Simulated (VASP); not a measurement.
# AgCl in VASP: further runs, part 2 of 2

VASP 6.6.1.

**3. Single point, r2SCAN (uniaxial z strain +4.0%)**

The input, POSCAR:

```
AgCl
1.0
    0.0000000000      2.9932651224      3.1129957273
    2.9932651224      0.0000000000      3.1129957273
    2.9932651224      2.9932651224      0.0000000000
Ag Cl
1 1
Direct
    0.0000000000      0.0000000000      0.0000000000
    0.2500000000      0.2500000000      0.2500000000
```

The input, INCAR.step1:

```
SYSTEM = AgCl
PREC = Accurate
ENCUT = 520
ISMEAR = 0
SIGMA = 0.01
LREAL = .False.
LASPH = .True.
NELM = 60
NBANDS = 16
GGA = PE
ALGO = Normal
EDIFF = 1E-4
LWAVE = .True.
LCHARG = .False.
```

The input, INCAR.step2:

```
SYSTEM = AgCl
PREC = Accurate
ENCUT = 520
EDIFF = 1E-6
ISMEAR = 0
SIGMA = 0.01
LREAL = .False.
LASPH = .True.
NELM = 60
ALGO = Normal
ISIF = 2
LWAVE = .False.
LCHARG = .True.
METAGGA = R2SCAN
LMIXTAU = .True.
LELF = .True.
LVHAR = .True.
NBANDS = 16
ISTART = 1
```

The input, KPOINTS:

```
regular mesh
0
Gamma
  8 8 8
  0 0 0
```

Potentials or basis: VASP PAW PBE potentials, release 64 (Ag, Cl).

The run is started by

```bash
> cat potpaw_PBE.64/Ag/POTCAR potpaw_PBE.64/Cl/POTCAR > POTCAR
> cp INCAR.step1 INCAR
> mpirun -np 1 vasp_std > vasp.out
> cp INCAR.step2 INCAR
> mpirun -np 1 vasp_std > vasp.out
```

OUTCAR:

```text
SYSTEM = AgCl
   PREC = Accurate
   ENCUT = 520
   EDIFF = 1E-6
   ISMEAR = 0
   LREAL = .False.
   LASPH = .True.
   NELM = 60
   ISIF = 2
   METAGGA = R2SCAN
   ISTART = 1

 ion  position               nearest neighbor table
   1  0.000  0.000  0.000-   2 2.63   2 2.63   2 2.63   2 2.63
   2  0.250  0.250  0.250-   1 2.63   1 2.63   1 2.63   1 2.63

  LATTYP: Found a body centered tetragonal cell.
 ALAT       =     4.2331161319
 C/A-ratio  =     1.4707821049

  Lattice vectors:

 A1 = (  -2.9932651224,   0.0000000000,   3.1129957273)
 A2 = (   2.9932651224,   0.0000000000,   3.1129957273)
 A3 = (   0.0000000000,   2.9932651224,  -3.1129957273)

Analysis of symmetry for initial positions (statically):
=====================================================================
 Subroutine PRICEL returns:
 Original cell was already a primitive cell.

 Routine SETGRP: Setting up the symmetry group for a
 body centered tetragonal supercell.

 Subroutine GETGRP returns: Found  8 space group operations
 (whereof  8 operations were pure point group operations)
 out of a pool of 16 trial point group operations.

The static configuration has the point symmetry D_2d.

Analysis of symmetry for dynamics (positions and initial velocities):
[... 160 lines left out ...]

 val. band max:        1.0862998089   @ k =   0.0000   0.0000   0.0000
 cond. band min:       2.7199630400   @ k =   0.0000   0.0000   0.0000
 fundamental gap:      1.6336632312
 Fermi energy:         1.2181697183

 k-point     1 :       0.0000    0.0000    0.0000
  band No.  band energies     occupation
      1     -14.2289      2.00000
      2      -2.9204      2.00000
      3      -2.8815      2.00000
      4      -2.8815      2.00000
      5      -0.9438      2.00000
      6      -0.9093      2.00000
[... 433 lines left out ...]
      3      -2.7627      2.00000
      4      -2.6846      2.00000
      5      -0.9439      2.00000
      6      -0.8638      2.00000
[... 8 lines left out ...]
     15      14.3441      0.00000
     16      14.6979      0.00000

 [... further k-points ...]

------------------------ aborting loop because EDIFF is reached ----------------------------------------

  FORCE on cell =-STRESS in cart. coord.  units (eV):
  Direction    XX          YY          ZZ          XY          YZ          ZX
  --------------------------------------------------------------------------------------
  -------------------------------------------------------------------------------------
  Total       -0.4520338     -0.4520338     -0.4936117      0.0000000      0.0000000      0.0000000
  in kB      -12.9832253    -12.9832253    -14.1774179      0.0000000      0.0000000      0.0000000
  external PRESSURE =     -13.3812895 kB  Pullay stress =       0.0000000 kB

 VOLUME and BASIS-vectors are now :
 -----------------------------------------------------------------------------
  energy-cutoff  :      520.00
  volume of cell :       55.78
      direct lattice vectors                 reciprocal lattice vectors
     0.000000000  2.993265122  3.112995727    -0.167041668  0.167041668  0.160616989
     2.993265122  0.000000000  3.112995727     0.167041668 -0.167041668  0.160616989
     2.993265122  2.993265122  0.000000000     0.167041668  0.167041668 -0.160616989

 POSITION                                       TOTAL-FORCE (eV/Angst)
 -----------------------------------------------------------------------------------
      0.00000      0.00000      0.00000        -0.000000     -0.000000     -0.000000
      1.49663      1.49663      1.55650         0.000000      0.000000      0.000000
 -----------------------------------------------------------------------------------
    total drift:                                0.000005      0.000005      0.000008

  FREE ENERGIE OF THE ION-ELECTRON SYSTEM (eV)
  ---------------------------------------------------
  free  energy   TOTEN  =       -28.5345583578 eV

  energy  without entropy=      -28.5345583578  energy(sigma->0) =      -28.53455836
```

OUTCAR.step1:

```text
SYSTEM = AgCl
   PREC = Accurate
   ENCUT = 520
   ISMEAR = 0
   LREAL = .False.
   LASPH = .True.
[... 678 lines left out ...]
      0.00000      0.00000      0.00000         0.000000      0.000000      0.000000
      1.49663      1.49663      1.55650        -0.000000     -0.000000     -0.000000
 -----------------------------------------------------------------------------------
    total drift:                               -0.000000     -0.000000     -0.000000

  FREE ENERGIE OF THE ION-ELECTRON SYSTEM (eV)
  ---------------------------------------------------
  free  energy   TOTEN  =        -5.4523720836 eV

  energy  without entropy=       -5.4523720836  energy(sigma->0) =       -5.45237208
```

It took 71 s on 1 thread of AMD EPYC 9R45 (Zen 5), shared host; peak memory 0.19 GiB.

Results:

```yaml
Free_energy: -28.5346 eV
Pressure: -1.3 GPa
Band_gap_on_the_k_mesh: 1.63 eV
```

Stress tensor (GPa, compression positive):
```
-1.30  0.00  0.00
 0.00 -1.30  0.00
 0.00  0.00 -1.42
```

Caveat: the cell differs from its parent crystal (uniaxial z strain +4.0%); the PAW data sets were made with another functional, which shifts forces and pressure a little. A k mesh can miss the band edges.

**4. Single point, r2SCAN (strain along [111] -0.5%)**

The input, POSCAR:

```
AgCl
1.0
   -0.0099775504      2.9832875720      2.9832875720
    2.9832875720     -0.0099775504      2.9832875720
    2.9832875720      2.9832875720     -0.0099775504
Ag Cl
1 1
Direct
   -0.0005684410     -0.0005684410     -0.0005684410
    0.2505684410      0.2505684410      0.2505684410
```

The input, INCAR.step1:

```
  ALGO = Normal
  EDIFF = 1E-4
  ENCUT = 520
  GGA = PE
  ISMEAR = 0
  LASPH = T
  LCHARG = F
  LREAL = F
  LWAVE = T
  NBANDS = 16
  NELM = 80
  PREC = Accurate
  SIGMA = 0.01
```

The input, INCAR.step2:

```
  ALGO = Normal
  EDIFF = 1E-7
  ENCUT = 520
  ISIF = 2
  ISMEAR = 0
  ISTART = 1
  LASPH = T
  LCHARG = F
  LMIXTAU = T
  LREAL = F
  LWAVE = F
  METAGGA = R2SCAN
  NBANDS = 16
  NELM = 80
  PREC = Accurate
  SIGMA = 0.01
```

The input, KPOINTS:

```
k-points
0
Gamma
  8 8 8
```

The run is started by

```bash
> cat potpaw_PBE.64/Ag/POTCAR potpaw_PBE.64/Cl/POTCAR > POTCAR
> cp INCAR.step1 INCAR
> mpirun -np 1 vasp_std > vasp.out
> cp INCAR.step2 INCAR
> mpirun -np 1 vasp_std > vasp.out
```

It took 88 s on 1 thread of AMD EPYC 9R45 (Zen 5), shared host; peak memory 0.19 GiB.

Results (log left out):

```
Free energy            : -28.5438 eV
Pressure               : 0.1 GPa
Band gap on the k mesh : 1.59 eV
```

Levels at points of the mesh, in eV from the valence-band top:
| k point | band 7 | band 8 | band 9 | band 10 | band 11 | band 12 |
| --- | --- | --- | --- | --- | --- | --- |
| (0.00, 0.00, 0.00) | -0.01 | 0.00 | 0.00 | 1.59 | 8.64 | 8.64 |
| (0.50, 0.00, 0.00) | -1.99 | -0.60 | -0.59 | 4.21 | 6.98 | 8.95 |
| (0.50, 0.50, 0.00) | -1.72 | -1.38 | -1.38 | 5.07 | 5.96 | 8.95 |
| (0.50, 0.50, 0.50) | -1.99 | -0.58 | -0.58 | 4.19 | 7.01 | 8.91 |

Caveat: the cell differs from its parent crystal (strain along [111] -0.5%); the PAW data sets were made with another functional, which shifts forces and pressure a little.

**5. Single point, r2SCAN (shear xy strain +0.5%)**

The input, POSCAR:

```
AgCl
1.0
    0.0074831628      2.9932651224      2.9932651224
    2.9932651224      0.0074831628      2.9932651224
    3.0007482852      3.0007482852      0.0000000000
Ag Cl
1 1
Direct
    0.0008588184      0.0008588184     -0.0008588184
    0.2491411816      0.2491411816      0.2508588184
```

The input, INCAR.step1:

```
SYSTEM = AgCl
  PREC = Accurate
  ENCUT = 520
  ISMEAR = 0
  SIGMA = 0.01
  LREAL = .FALSE.
  LASPH = .TRUE.
  NELM = 80
  NBANDS = 16
  GGA = PE
  ALGO = Normal
  EDIFF = 1E-4
  LWAVE = .TRUE.
  LCHARG = .FALSE.
```

The input, INCAR.step2:

```
SYSTEM = AgCl
  PREC = Accurate
  ENCUT = 520
  EDIFF = 1E-6
  ISMEAR = 0
  SIGMA = 0.01
  LREAL = .FALSE.
  LASPH = .TRUE.
  NELM = 80
  ALGO = Normal
  ISIF = 2
  LWAVE = .FALSE.
  LCHARG = .TRUE.
  METAGGA = R2SCAN
  LMIXTAU = .TRUE.
  LELF = .TRUE.
  LVHAR = .TRUE.
  NBANDS = 16
  ISTART = 1
```

The input, KPOINTS:

```
regular mesh
0
G
  8 8 8
  0 0 0
```

The run is started by

```bash
> cat potpaw_PBE.64/Ag/POTCAR potpaw_PBE.64/Cl/POTCAR > POTCAR
> cp INCAR.step1 INCAR
> mpirun -np 1 vasp_std > vasp.out
> cp INCAR.step2 INCAR
> mpirun -np 1 vasp_std > vasp.out
```

Wall time 1.8 min (1 thread of AMD EPYC 9R45 (Zen 5), shared host); peak memory 0.21 GiB.

It converged, with:

- Free energy: -28.5439 eV
- Pressure: -0.1 GPa
- Band gap on the k mesh: 1.59 eV

Levels at points of the mesh, in eV from the valence-band top:
| k point | band 6 | band 7 | band 8 | band 9 | band 10 | band 11 | band 12 | band 13 |
| --- | --- | --- | --- | --- | --- | --- | --- | --- |
| (0.00, 0.00, 0.00) | -2.13 | -0.01 | -0.01 | 0.00 | 1.59 | 8.63 | 8.67 | 8.70 |
| (0.50, 0.00, 0.00) | -2.06 | -1.98 | -0.59 | -0.58 | 4.19 | 6.99 | 8.92 | 8.93 |
| (0.50, 0.50, 0.00) | -1.98 | -1.71 | -1.37 | -1.37 | 5.07 | 5.95 | 8.94 | 11.30 |
| (0.00, 0.00, 0.50) | -2.07 | -1.98 | -0.60 | -0.59 | 4.21 | 6.97 | 8.96 | 8.97 |
| (0.50, 0.00, 0.50) | -1.98 | -1.71 | -1.37 | -1.37 | 5.08 | 5.95 | 8.94 | 11.32 |

Caveat: the cell differs from its parent crystal (shear xy strain +0.5%); the PAW data sets were made with another functional, which shifts forces and pressure a little. A k mesh can miss the band edges.

**6. Overview**

| cell | gap on the mesh (eV) | pressure (GPa) |
| --- | --- | --- |
| a = 4.233, b = 4.286, c = 4.286 Å, angles 59.2, 60.4, 60.4°, 2 atoms | 1.62 | -0.9 |
| a = 4.319, b = 4.319, c = 4.233 Å, angles 60.7, 60.7, 58.7°, 2 atoms | 1.63 | -1.3 |
| a = 4.219 Å, angles 60.2°, 2 atoms | 1.59 | 0.1 |
| a = 4.233, b = 4.233, c = 4.244 Å, angles 59.9, 59.9, 59.8°, 2 atoms | 1.59 | -0.1 |

Alike in all rows: task single point; level r2SCAN; potentials or basis VASP PAW PBE potentials, release 64 (Ag, Cl); no spin polarisation; k mesh 8 × 8 × 8; cutoff (eV) 520; smearing gaussian 0.01 eV.

Caveats: the PAW data sets were made with another functional, which shifts forces and pressure a little.

Absolute energies hang on the potentials; compare differences alone.
